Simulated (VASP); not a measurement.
# ZrGe4Mo (F-43m) in VASP: relaxation of cell and atoms with PBE

Aim: the relaxation of cell and atoms of ZrGe4Mo with PBE.

Program: VASP 6.6.1. These are calculated values, not measurements. Logs are shortened: lines on timing, memory, paths and dates and some standing lists are left out, and cuts for length are marked.

### Step 1. The cell of the first run

It takes space group F-43m (No. 216, cubic). Conventional cell: a = 7.551 Å, b = 7.551 Å, c = 7.551 Å, α = 90.00°, β = 90.00°, γ = 90.00°. Zr (site symmetry -43m) has 12 Ge at 3.13 Å and 4 Mo at 3.27 Å within 4.1 Å. Ge (site symmetry 3m) has 6 Ge at 2.67 Å and 3 Mo at 3.13 Å and 3 Zr at 3.13 Å within 3.5 Å. Within 4.1 Å of Mo (site symmetry -43m) lie 12 Ge at 3.13 Å and 4 Zr at 3.27 Å.

### Step 2. Relaxation of cell and atoms, PBE

Contents of INCAR:

```
PREC = Accurate ; ENCUT = 600
EDIFF = 1E-7 ; ISMEAR = 0
SIGMA = 0.1 ; LREAL = F
LASPH = T ; NELM = 60
ALGO = Normal ; ISIF = 3
LWAVE = F ; LCHARG = F
GGA = PE ; IBRION = 2
NSW = 100 ; EDIFFG = -0.01
```

Contents of KPOINTS:

```
regular mesh
0
Gamma
  10 10 10
```

Contents of POSCAR:

```
ZrGe4Mo
1.0
    0.0000000000      3.7753188536      3.7753188536
    3.7753188536      0.0000000000      3.7753188536
    3.7753188536      3.7753188536      0.0000000000
Zr Ge Mo
1 4 1
Direct
    0.0000000000      0.0000000000      0.0000000000
    0.6249704776      0.6249704776      0.6249704776
    0.1250885673      0.6249704776      0.6249704776
    0.6249704776      0.1250885673      0.6249704776
    0.6249704776      0.6249704776      0.1250885673
    0.2500000000      0.2500000000      0.2500000000
```

Potentials or basis: VASP PAW PBE potentials, release 64 (Zr_sv, Ge_d, Mo_sv).

On the command line:

```console
> cat potpaw_PBE.64/Zr_sv/POTCAR potpaw_PBE.64/Ge_d/POTCAR potpaw_PBE.64/Mo_sv/POTCAR > POTCAR
> mpirun -np 1 vasp_std > vasp.out
```

OUTCAR:

```text
PREC = Accurate
   ENCUT = 600
   EDIFF = 1E-7
   ISMEAR = 0
   LREAL = F
   LASPH = T
   NELM = 60
   ISIF = 3
   GGA = PE
   IBRION = 2
   NSW = 100
   EDIFFG = -0.01

 ion  position               nearest neighbor table
   1  0.000  0.000  0.000-   3 3.13   4 3.13   5 3.13   2 3.13   2 3.13   2 3.13   4 3.13   5 3.13
                             5 3.13   3 3.13   3 3.13   4 3.13   6 3.27   6 3.27   6 3.27   6 3.27
   2  0.625  0.625  0.625-   3 2.67   4 2.67   5 2.67   3 2.67   4 2.67   5 2.67   6 3.13   6 3.13
                             6 3.13   1 3.13   1 3.13   1 3.13
   3  0.125  0.625  0.625-   2 2.67   4 2.67   5 2.67   4 2.67   5 2.67   2 2.67   6 3.13   6 3.13
                             6 3.13   1 3.13   1 3.13   1 3.13
   4  0.625  0.125  0.625-   2 2.67   3 2.67   5 2.67   3 2.67   5 2.67   2 2.67   6 3.13   6 3.13
                             6 3.13   1 3.13   1 3.13   1 3.13
   5  0.625  0.625  0.125-   2 2.67   3 2.67   4 2.67   4 2.67   3 2.67   2 2.67   6 3.13   6 3.13
                             6 3.13   1 3.13   1 3.13   1 3.13
   6  0.250  0.250  0.250-   3 3.13   4 3.13   3 3.13   5 3.13   4 3.13   5 3.13   2 3.13   2 3.13
                             2 3.13   3 3.13   4 3.13   5 3.13   1 3.27   1 3.27   1 3.27   1 3.27

  LATTYP: Found a face centered cubic cell.
 ALAT       =     7.5506377072

  Lattice vectors:

 A1 = (   0.0000000000,   3.7753188536,   3.7753188536)
 A2 = (   3.7753188536,   0.0000000000,   3.7753188536)
 A3 = (   3.7753188536,   3.7753188536,   0.0000000000)

Analysis of symmetry for initial positions (statically):
=====================================================================
 Subroutine PRICEL returns:
 Original cell was already a primitive cell.

 Routine SETGRP: Setting up the symmetry group for a
 face centered cubic supercell.

 Subroutine GETGRP returns: Found 24 space group operations
 (whereof 24 operations were pure point group operations)
 out of a pool of 48 trial point group operations.

The static configuration has the point symmetry T_d .

Analysis of symmetry for dynamics (positions and initial velocities):
=====================================================================
 Subroutine PRICEL returns:
 Original cell was already a primitive cell.

 Routine SETGRP: Setting up the symmetry group for a
 face centered cubic supercell.

 Subroutine GETGRP returns: Found 24 space group operations
 (whereof 24 operations were pure point group operations)
 out of a pool of 48 trial point group operations.

The dynamic configuration has the point symmetry T_d .

 Subroutine INISYM returns: Found 24 space group operations
 (whereof 24 operations are pure point group operations),
 and found     1 'primitive' translations

----------------------------------------------------------------------------------------

                                     Primitive cell

  volume of cell :     107.6195

  direct lattice vectors                    reciprocal lattice vectors
     0.000000000  3.775318854  3.775318854    -0.132439145  0.132439145  0.132439145
     3.775318854  0.000000000  3.775318854     0.132439145 -0.132439145  0.132439145
     3.775318854  3.775318854  0.000000000     0.132439145  0.132439145 -0.132439145

  length of vectors
     5.339107125  5.339107125  5.339107125     0.229391328  0.229391328  0.229391328

  position of ions in fractional coordinates (direct lattice)
     0.000000000  0.000000000  0.000000000
     0.624970478  0.624970478  0.624970478
     0.125088567  0.624970478  0.624970478
     0.624970478  0.125088567  0.624970478
     0.624970478  0.624970478  0.125088567
     0.250000000  0.250000000  0.250000000

  ion indices of the primitive-cell ions
   primitive index   ion index
                 1           1
                 2           2
                 3           3
                 4           4
                 5           5
                 6           6

----------------------------------------------------------------------------------------

 KPOINTS: regular mesh

Automatic generation of k-mesh.
 Grid dimensions read from file:
 generate k-points for:   10   10   10

 Generating k-lattice:

  Cartesian coordinates                     Fractional coordinates (reciprocal lattice)
    -0.013243914  0.013243914  0.013243914     0.100000000  0.000000000  0.000000000
     0.013243914 -0.013243914  0.013243914     0.000000000  0.100000000  0.000000000
     0.013243914  0.013243914 -0.013243914     0.000000000  0.000000000  0.100000000

  Length of vectors
     0.022939133  0.022939133  0.022939133

  Shift w.r.t. Gamma in fractional coordinates (k-lattice)
     0.000000000  0.000000000  0.000000000

 Subroutine IBZKPT returns following result:
 ===========================================

 Found     47 irreducible k-points:

 Following reciprocal coordinates:
            Coordinates               Weight
  0.000000  0.000000  0.000000      1.000000
  0.100000  0.000000  0.000000      8.000000
  0.200000  0.000000  0.000000      8.000000
  0.300000  0.000000  0.000000      8.000000
  0.400000  0.000000  0.000000      8.000000
  0.500000  0.000000  0.000000      4.000000
[... 16 lines left out ...]
  0.300000  0.300000  0.000000      6.000000
  0.400000  0.300000  0.000000     24.000000
 [... further k-points ...]
   k-points           NKPTS =     47   k-points in BZ     NKDIM =     47   number of bands    NBANDS=     49
   number of dos      NEDOS =    301   number of ions     NIONS =      6
   total plane-waves  NPLWV = 110592
   dimension x,y,z NGX =    48 NGY =   48 NGZ =   48
   dimension x,y,z NGXF=    96 NGYF=   96 NGZF=   96
   ions per type =               1   4   1
   NGX,Y,Z   is equivalent  to a cutoff of  14.95, 14.95, 14.95 a.u.
   NGXF,Y,Z  is equivalent  to a cutoff of  29.89, 29.89, 29.89 a.u.
 SYSTEM =  unknown system
   PREC   = accura    normal or accurate (medium, high low for compatibility)
   ISTART =      0    job   : 0-new  1-cont  2-samecut
   ICHARG =      2    charge: 1-file 2-atom 10-const
   ISPIN  =      1    spin polarized calculation?
   LNONCOLLINEAR =      F non collinear calculations
   LSORBIT =      F    spin-orbit coupling
   LASPH  =      T    aspherical Exc in radial PAW
   ENCUT  =  600.0 eV  44.10 Ry    6.64 a.u.  10.66 10.66 10.66*2*pi/ulx,y,z
   NELM   =     60;   NELMIN=  2; NELMDL= -5     # of ELM steps
   EDIFF  = 0.1E-06   stopping-criterion for ELM
   LREAL  =      F    real-space projection
   EDIFFG = -.1E-01   stopping-criterion for IOM
   NSW    =    100    number of steps for IOM
   IBRION =      2    ionic relax: 0-MD 1-quasi-New 2-CG
   NFREE  =      1    steps in history (QN), initial steepest desc. (CG)
   ISIF   =      3    stress and relaxation
   ISYM   =      2    0-nonsym 1-usesym 2-fastsym
   POTIM  = 0.5000    time-step for ionic-motion
   TEBEG  =    0.0;   TEEND  =   0.0 temperature during run
   PSTRESS=    0.0 pullay stress
   NELECT =      82.0000    total number of electrons
   NUPDOWN=      -1.0000    fix difference up-down
   EMIN   =  10.00;   EMAX   =-10.00  energy-range for DOS
   EFERMI =   0.00;   METHOD = LEGACY
   ISMEAR =     0;   SIGMA  =   0.10  broadening in eV -4-tet -1-fermi 0-gaus
   EFERMI_NEDOS =   21; number of points for ismear=-14 and -15
   IALGO  =     38    algorithm
   IMIX   =      4    mixing-type and parameters
     AMIX     =   0.40;   BMIX     =  1.00
     AMIX_MAG =   1.60;   BMIX_MAG =  1.00
  volume/ion in A,a.u.               =      17.94       121.04
  Fermi-wavevector in a.u.,A,eV,Ry     =   1.495257  2.825626 30.419813  2.235793
  Thomas-Fermi vector in A             =   2.607425
   LORBIT       =      0    0 simple, 1 ext, 2 COOP (PROOUT), +10 PAW based schemes
   GGA     = PE    functional components
   LHFCALC =     F    Hartree Fock is set to
   AEXX    =    0.0000 exact exchange contribution
   IVDW    =     0    specifies the selected vdW correction
   LEPSILON=     F    determine dielectric tensor
   LRPA    =     F    only Hartree local field effects (RPA)
 conjugate gradient relaxation of ions
 non-spin polarized calculation
 Gauss-broadening in eV      SIGMA  =   0.10
  energy-cutoff  :      600.00
  volume of cell :      107.62
 maximum number of plane-waves:      3647
 NGX is ok and might be reduce to    48
   NGX = 21   NGY = 21   NGZ = 21

--------------------------------------- Ionic step        1  -------------------------------------------

 number of electron      81.9999984 magnetization

 Free energy of the ion-electron system (eV)
  ---------------------------------------------------
  ext. energy  EPLUGINS =         0.00000000
  ---------------------------------------------------
  free energy    TOTEN  =       -35.08967763 eV

  energy without entropy =      -35.07107935  energy(sigma->0) =      -35.08037849

------------------------ aborting loop because EDIFF is reached ----------------------------------------

  FORCE on cell =-STRESS in cart. coord.  units (eV):
  Direction    XX          YY          ZZ          XY          YZ          ZX
  --------------------------------------------------------------------------------------
  -------------------------------------------------------------------------------------
  Total        0.2101997      0.2101997      0.2101997     -0.0000000     -0.0000000      0.0000000
  in kB        3.1293327      3.1293327      3.1293327     -0.0000000     -0.0000000      0.0000000
  external PRESSURE =       3.1293327 kB  Pullay stress =       0.0000000 kB
[... 105 lines left out ...]
  energy  without entropy=      -35.0725527062  energy(sigma->0) =      -35.08172115

--------------------------------------- Ionic step        4  -------------------------------------------

 number of electron      81.9999985 magnetization

 Free energy of the ion-electron system (eV)
  ---------------------------------------------------
  ext. energy  EPLUGINS =         0.00000000
  ---------------------------------------------------
  free energy    TOTEN  =       -35.09095036 eV

  energy without entropy =      -35.07265698  energy(sigma->0) =      -35.08180367

 E-fermi :   8.9515     XC(G=0): -11.8467

 val. band max:        8.9424627667   @ k =   0.1000   0.0000   0.0000
 cond. band min:       8.9770865475   @ k =   0.4000   0.2000   0.0000
 fundamental gap:      0.0346237809
 Fermi energy:         8.9514847038

 k-point     1 :       0.0000    0.0000    0.0000
  band No.  band energies     occupation
      1     -52.0213      2.00000
      2     -40.5910      2.00000
      3     -26.0946      2.00000
      4     -26.0946      2.00000
      5     -26.0946      2.00000
      6     -18.6116      2.00000
[... 1237 lines left out ...]
     48      12.2887      0.00000
     49      12.5388      0.00000

 [... further k-points ...]

------------------------ aborting loop because EDIFF is reached ----------------------------------------

  FORCE on cell =-STRESS in cart. coord.  units (eV):
  Direction    XX          YY          ZZ          XY          YZ          ZX
  --------------------------------------------------------------------------------------
  -------------------------------------------------------------------------------------
  Total        0.0120292      0.0120292      0.0120292      0.0000000      0.0000000      0.0000000
  in kB        0.1785273      0.1785273      0.1785273      0.0000000      0.0000000      0.0000000
  external PRESSURE =       0.1785273 kB  Pullay stress =       0.0000000 kB
[... 21 lines left out ...]
  FREE ENERGIE OF THE ION-ELECTRON SYSTEM (eV)
  ---------------------------------------------------
  free  energy   TOTEN  =       -35.0909503638 eV

  energy  without entropy=      -35.0726569836  energy(sigma->0) =      -35.08180367

 reached required accuracy - stopping structural energy minimisation
```

It took 22 min on 1 thread of Intel Xeon Platinum 8259CL at 2.50GHz (Skylake/Cascade Lake), shared host; peak memory 0.52 GiB.

Results:

```
Free energy                            : -35.0910 eV
Relaxed volume                         : 17.99 Å³/atom
Relaxed cell                           : a = 5.345 Å, b = 5.345 Å, c = 5.345 Å, α = 60.00°, β = 60.00°, γ = 60.00°
Space group after relaxing (to 0.05 Å) : F-43m (No. 216)
Energy gained by relaxing              : 0.2 meV/atom
Ionic steps                            : 4
Pressure after relaxing                : 0.0 GPa
Band gap on the k mesh                 : zero (band 41 reaches 9.22 eV, above the bottom of band 42 at 8.37 eV)
```

Forces on the atoms (eV/Å):
```
Zr   0.000  0.000  0.000
Ge   0.001  0.001  0.001
Ge   0.001 -0.001 -0.001
Ge  -0.001  0.001 -0.001
Ge  -0.001 -0.001  0.001
Mo   0.000  0.000  0.000
```

The path:
| step | energy change (eV) | largest force (eV/Å) | pressure (GPa) | volume (Å³) |
| --- | --- | --- | --- | --- |
| 1 | 0.0000 | 0.0961 | 0.31 | 107.62 |
| 2 | -0.0012 | 0.0032 | -0.17 | 108.17 |
| 3 | -0.0012 | 0.0173 | -0.09 | 108.08 |
| 4 | -0.0013 | 0.0023 | 0.02 | 107.95 |

Final structure:
```yaml
crystal:
  lattice:
    - [0.00000, 3.77923, 3.77923]
    - [3.77923, 0.00000, 3.77923]
    - [3.77923, 3.77923, 0.00000]
  atoms:
    - { symbol: Zr, position: [0.00000, 0.00000, 0.00000] }
    - { symbol: Ge, position: [0.62459, 0.62459, 0.62459] }
    - { symbol: Ge, position: [0.12622, 0.62459, 0.62459] }
    - { symbol: Ge, position: [0.62459, 0.12622, 0.62459] }
    - { symbol: Ge, position: [0.62459, 0.62459, 0.12622] }
    - { symbol: Mo, position: [0.25000, 0.25000, 0.25000] }
```

Levels at points of the mesh, in eV from the Fermi level:
```tsv
k point	band 39	band 40	band 41	band 42	band 43	band 44
(0.00, 0.00, 0.00)	-0.57	-0.08	-0.08	-0.08	1.21	1.21
(0.50, 0.00, 0.00)	-0.51	-0.51	0.27	0.27	0.64	0.72
(0.50, 0.50, 0.00)	-1.13	-0.94	-0.58	-0.58	1.09	1.09
```
